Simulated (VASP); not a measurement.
# P (Cmce) in VASP: further runs

The runs below take P through single point, with PBE+D3(BJ).

All numbers are computed with VASP 6.6.1; they aren't measurements. Logs are shortened: lines on timing, memory, paths and dates and some standing lists are left out, and cuts for length are marked.

**1. The cell of the first run**

Symmetry: Cmce, No. 64, orthorhombic system. The conventional cell has a = 3.316 Å, b = 10.484 Å, c = 4.379 Å, α = 90.00°, β = 90.00°, γ = 90.00°. Within 2.9 Å of P (site symmetry m) lie 3 P at 2.23 to 2.26 Å.

**2. Single point, PBE+D3(BJ)**

INCAR

```
PREC = Accurate
ENCUT = 520
EDIFF = 1E-6
ISMEAR = 0
SIGMA = 0.1
LREAL = F
LASPH = T
NELM = 60
ALGO = Normal
ISIF = 2
LWAVE = F
LCHARG = F
GGA = PE
IVDW = 12
NBANDS = 18
```

KPOINTS

```
Automatic mesh
0
Gamma
  14 14 10
```

POSCAR

```
P
1.0
    1.6582000000     -5.2420000000      0.0000000000
    1.6582000000      5.2420000000      0.0000000000
    0.0000000000      0.0000000000      4.3793000000
P
4
Direct
    0.8975954169      0.1024045831      0.0797889855
    0.6024045831      0.3975954169      0.5797889855
    0.1024045831      0.8975954169      0.9202110145
    0.3975954169      0.6024045831      0.4202110145
```

Potentials or basis: VASP PAW PBE potentials, release 64 (P).

The run is started by

```console
> cat potpaw_PBE.64/P/POTCAR > POTCAR
> mpirun -np 1 vasp_std > vasp.out
```

OUTCAR:

```text
PREC = Accurate
   ENCUT = 520
   EDIFF = 1E-6
   ISMEAR = 0
   LREAL = F
   LASPH = T
   NELM = 60
   ISIF = 2
   GGA = PE
   IVDW = 12
 IVDW          = 12

 ion  position               nearest neighbor table
   1  0.898  0.102  0.080-   4 2.23   4 2.23   3 2.26
   2  0.602  0.398  0.580-   3 2.23   3 2.23   4 2.26
   3  0.102  0.898  0.920-   2 2.23   2 2.23   1 2.26
   4  0.398  0.602  0.420-   1 2.23   1 2.23   2 2.26

  LATTYP: Found a base centered orthorhombic cell.
 ALAT       =     3.3164000000
 B/A-ratio  =     3.1612591967
 C/A-ratio  =     1.3204981305

  Lattice vectors:

 A1 = (   1.6582000000,  -5.2420000000,   0.0000000000)
 A2 = (   1.6582000000,   5.2420000000,   0.0000000000)
 A3 = (   0.0000000000,   0.0000000000,   4.3793000000)

Analysis of symmetry for initial positions (statically):
=====================================================================
 Subroutine PRICEL returns:
 Original cell was already a primitive cell.

 Routine SETGRP: Setting up the symmetry group for a
 base centered orthorhombic supercell.

 Subroutine GETGRP returns: Found  8 space group operations
 (whereof  4 operations were pure point group operations)
 out of a pool of  8 trial point group operations.

The static configuration has the point symmetry C_2h.
 The point group associated with its full space group is D_2h.

Analysis of symmetry for dynamics (positions and initial velocities):
=====================================================================
 Subroutine PRICEL returns:
 Original cell was already a primitive cell.

 Routine SETGRP: Setting up the symmetry group for a
 base centered orthorhombic supercell.

 Subroutine GETGRP returns: Found  8 space group operations
 (whereof  4 operations were pure point group operations)
 out of a pool of  8 trial point group operations.

The dynamic configuration has the point symmetry C_2h.
 The point group associated with its full space group is D_2h.

 Subroutine INISYM returns: Found  8 space group operations
 (whereof  4 operations are pure point group operations),
 and found     1 'primitive' translations

----------------------------------------------------------------------------------------

                                     Primitive cell

  volume of cell :      76.1322

  direct lattice vectors                    reciprocal lattice vectors
     1.658200000 -5.242000000  0.000000000     0.301531781 -0.095383441  0.000000000
     1.658200000  5.242000000  0.000000000     0.301531781  0.095383441  0.000000000
     0.000000000  0.000000000  4.379300000     0.000000000  0.000000000  0.228346996

  length of vectors
     5.498017028  5.498017028  4.379300000     0.316258464  0.316258464  0.228346996

  position of ions in fractional coordinates (direct lattice)
     0.897595417  0.102404583  0.079788986
     0.602404583  0.397595417  0.579788986
     0.102404583  0.897595417  0.920211014
     0.397595417  0.602404583  0.420211014

  ion indices of the primitive-cell ions
   primitive index   ion index
                 1           1
                 2           2
                 3           3
                 4           4

----------------------------------------------------------------------------------------

 KPOINTS: Automatic mesh

Automatic generation of k-mesh.
 Grid dimensions read from file:
 generate k-points for:   14   14   10

 Generating k-lattice:

  Cartesian coordinates                     Fractional coordinates (reciprocal lattice)
     0.021537984 -0.006813103  0.000000000     0.071428571 -0.000000000  0.000000000
     0.021537984  0.006813103  0.000000000    -0.000000000  0.071428571  0.000000000
     0.000000000  0.000000000  0.022834700     0.000000000  0.000000000  0.100000000

  Length of vectors
     0.022589890  0.022589890  0.022834700

  Shift w.r.t. Gamma in fractional coordinates (k-lattice)
     0.000000000  0.000000000  0.000000000

 Subroutine IBZKPT returns following result:
 ===========================================

 Found    342 irreducible k-points:

 Following reciprocal coordinates:
            Coordinates               Weight
  0.000000  0.000000  0.000000      1.000000
  0.071429  0.000000  0.000000      4.000000
  0.142857  0.000000  0.000000      4.000000
  0.214286 -0.000000  0.000000      4.000000
  0.285714 -0.000000  0.000000      4.000000
  0.357143  0.000000  0.000000      4.000000
[... 16 lines left out ...]
  0.214286  0.142857  0.000000      4.000000
  0.285714  0.142857  0.000000      4.000000
 [... further k-points ...]
   k-points           NKPTS =    342   k-points in BZ     NKDIM =    342   number of bands    NBANDS=     18
   number of dos      NEDOS =    301   number of ions     NIONS =      4
   total plane-waves  NPLWV =  63504
   dimension x,y,z NGX =    42 NGY =   42 NGZ =   36
   dimension x,y,z NGXF=    84 NGYF=   84 NGZF=   72
   ions per type =               4
   NGX,Y,Z   is equivalent  to a cutoff of  12.70, 12.70, 13.67 a.u.
   NGXF,Y,Z  is equivalent  to a cutoff of  25.40, 25.40, 27.33 a.u.
 SYSTEM =  unknown system
   PREC   = accura    normal or accurate (medium, high low for compatibility)
   ISTART =      0    job   : 0-new  1-cont  2-samecut
   ICHARG =      2    charge: 1-file 2-atom 10-const
   ISPIN  =      1    spin polarized calculation?
   LNONCOLLINEAR =      F non collinear calculations
   LSORBIT =      F    spin-orbit coupling
   LASPH  =      T    aspherical Exc in radial PAW
   ENCUT  =  520.0 eV  38.22 Ry    6.18 a.u.  10.22 10.22  8.14*2*pi/ulx,y,z
   NELM   =     60;   NELMIN=  2; NELMDL= -5     # of ELM steps
   EDIFF  = 0.1E-05   stopping-criterion for ELM
   LREAL  =      F    real-space projection
   EDIFFG = 0.1E-04   stopping-criterion for IOM
   NSW    =      0    number of steps for IOM
   IBRION =     -1    ionic relax: 0-MD 1-quasi-New 2-CG
   NFREE  =      0    steps in history (QN), initial steepest desc. (CG)
   ISIF   =      2    stress and relaxation
   ISYM   =      2    0-nonsym 1-usesym 2-fastsym
   POTIM  = 0.5000    time-step for ionic-motion
   TEBEG  =    0.0;   TEEND  =   0.0 temperature during run
   PSTRESS=    0.0 pullay stress
   NELECT =      20.0000    total number of electrons
   NUPDOWN=      -1.0000    fix difference up-down
   EMIN   =  10.00;   EMAX   =-10.00  energy-range for DOS
   EFERMI =   0.00;   METHOD = LEGACY
   ISMEAR =     0;   SIGMA  =   0.10  broadening in eV -4-tet -1-fermi 0-gaus
   EFERMI_NEDOS =   21; number of points for ismear=-14 and -15
   IALGO  =     38    algorithm
   IMIX   =      4    mixing-type and parameters
     AMIX     =   0.40;   BMIX     =  1.00
     AMIX_MAG =   1.60;   BMIX_MAG =  1.00
  volume/ion in A,a.u.               =      19.03       128.44
  Fermi-wavevector in a.u.,A,eV,Ry     =   1.048484  1.981348 14.957149  1.099319
  Thomas-Fermi vector in A             =   2.183408
   LORBIT       =      0    0 simple, 1 ext, 2 COOP (PROOUT), +10 PAW based schemes
   GGA     = PE    functional components
   LHFCALC =     F    Hartree Fock is set to
   AEXX    =    0.0000 exact exchange contribution
   IVDW    =    12    specifies the selected vdW correction
   LEPSILON=     F    determine dielectric tensor
   LRPA    =     F    only Hartree local field effects (RPA)
 non-spin polarized calculation
 Gauss-broadening in eV      SIGMA  =   0.10
  energy-cutoff  :      520.00
  volume of cell :       76.13
 maximum number of plane-waves:      2080
 NGX is ok and might be reduce to    42
   NGX = 21   NGY = 21   NGZ = 17

 number of electron      20.0000000 magnetization

 Free energy of the ion-electron system (eV)
  ---------------------------------------------------
  ext. energy  EPLUGINS =         0.00000000
  ---------------------------------------------------
  free energy    TOTEN  =       -21.46844890 eV

  energy without entropy =      -21.46782394  energy(sigma->0) =      -21.46813642

 E-fermi :   6.6627     XC(G=0):  -9.8584

 val. band max:        6.6213749194   @ k =   0.5000   0.4286   0.0000
 cond. band min:       6.6988777927   @ k =   0.5000   0.1429   0.0000
 fundamental gap:      0.0775028733
 Fermi energy:         6.6626853746

 k-point     1 :       0.0000    0.0000    0.0000
  band No.  band energies     occupation
      1      -9.1779      2.00000
      2      -6.1703      2.00000
      3      -2.8984      2.00000
      4      -0.3574      2.00000
      5       1.6790      2.00000
      6       1.8942      2.00000
[... 10 lines left out ...]
     17      13.8412      0.00000
     18      13.9548      0.00000

 k-point     2 :       0.0714    0.0000    0.0000
  band No.  band energies     occupation
      1      -9.1145      2.00000
      2      -6.1153      2.00000
      3      -2.9318      2.00000
      4      -0.2963      2.00000
      5       1.7296      2.00000
      6       1.7326      2.00000
[... 10 lines left out ...]
     17      13.2881      0.00000
     18      13.7410      0.00000

 k-point     3 :       0.1429    0.0000    0.0000
  band No.  band energies     occupation
      1      -8.9252      2.00000
      2      -5.9500      2.00000
      3      -3.0638      2.00000
      4      -0.1154      2.00000
      5       1.1598      2.00000
      6       1.6402      2.00000
[... 10 lines left out ...]
     17      12.0737      0.00000
     18      13.6416      0.00000

 k-point     4 :       0.2143   -0.0000    0.0000
  band No.  band energies     occupation
      1      -8.6118      2.00000
      2      -5.6742      2.00000
      3      -3.3746      2.00000
      4       0.1763      2.00000
      5       0.2660      2.00000
      6       1.0864      2.00000
[... 375 lines left out ...]
      4      -0.7959      2.00000
      5       0.4290      2.00000
      6       0.8241      2.00000
[... 10 lines left out ...]
     17      12.9680      0.00000
     18      13.7361      0.00000

 k-point    23 :       0.2143    0.1429    0.0000
  band No.  band energies     occupation
      1      -7.6863      2.00000
      2      -4.6330      2.00000
      3      -4.6060      2.00000
      4      -1.8421      2.00000
      5       0.8044      2.00000
      6       0.8829      2.00000
[... 10 lines left out ...]
     17      12.9982      0.00000
     18      14.6278      0.00000

 k-point    24 :       0.2857    0.1429    0.0000
  band No.  band energies     occupation
      1      -7.0481      2.00000
      2      -5.3847      2.00000
      3      -3.9875      2.00000
      4      -2.8097      2.00000
      5       1.1362      2.00000
      6       1.1368      2.00000
[... 10 lines left out ...]
     17      12.8781      0.00000
     18      14.0820      0.00000

 [... further k-points ...]

------------------------ aborting loop because EDIFF is reached ----------------------------------------

 Edisp (eV)   -1.46898

 E8    (eV) :    -0.5565

  FORCE on cell =-STRESS in cart. coord.  units (eV):
  Direction    XX          YY          ZZ          XY          YZ          ZX
  --------------------------------------------------------------------------------------
  -------------------------------------------------------------------------------------
  Total      -1.04985    -0.80369    -1.08708     0.00000     0.00000     0.00000
  in kB     -22.09380   -16.91331   -22.87731     0.00000     0.00000     0.00000
  external pressure =      -20.63 kB  Pullay stress =        0.00 kB

 VOLUME and BASIS-vectors are now :
 -----------------------------------------------------------------------------
  energy-cutoff  :      520.00
  volume of cell :       76.13
      direct lattice vectors                 reciprocal lattice vectors
     1.658200000 -5.242000000  0.000000000     0.301531781 -0.095383441  0.000000000
     1.658200000  5.242000000  0.000000000     0.301531781  0.095383441  0.000000000
     0.000000000  0.000000000  4.379300000     0.000000000  0.000000000  0.228346996

 POSITION                                       TOTAL-FORCE (eV/Angst)
 -----------------------------------------------------------------------------------
      1.65820     -4.16839      0.34942         0.000000     -0.038724      0.040278
      1.65820     -1.07361      2.53907         0.000000      0.038724      0.040278
      1.65820      4.16839      4.02988         0.000000      0.038724     -0.040278
      1.65820      1.07361      1.84023         0.000000     -0.038724     -0.040278
 -----------------------------------------------------------------------------------
    total drift:                               -0.000000     -0.000000      0.000000

  FREE ENERGIE OF THE ION-ELECTRON SYSTEM (eV)
  ---------------------------------------------------
  free  energy   TOTEN  =       -22.9374314096 eV

  energy  without entropy=      -22.9368064460  energy(sigma->0) =      -22.93711893
```

Wall time 9.3 min (1 thread of Intel Xeon 8259CL, shared host); peak memory 0.48 GiB.

What came out:

```
Free energy                : -22.9374 eV
Pressure                   : -2.1 GPa
Largest force              : 0.056 eV/Å
Band gap on the k mesh     : zero (bands 10 and 11 overlap by 0.02 eV)
Dispersion energy per atom : -0.367 eV
```

Forces in eV/Å, atoms in the order of the input:
```
P    0.000 -0.039  0.040
P    0.000  0.039  0.040
P    0.000  0.039 -0.040
P    0.000 -0.039 -0.040
```

(Continued in part 2 of 2.)

The gap in the log of VASP goes by the Fermi energy; the results here count the filled bands.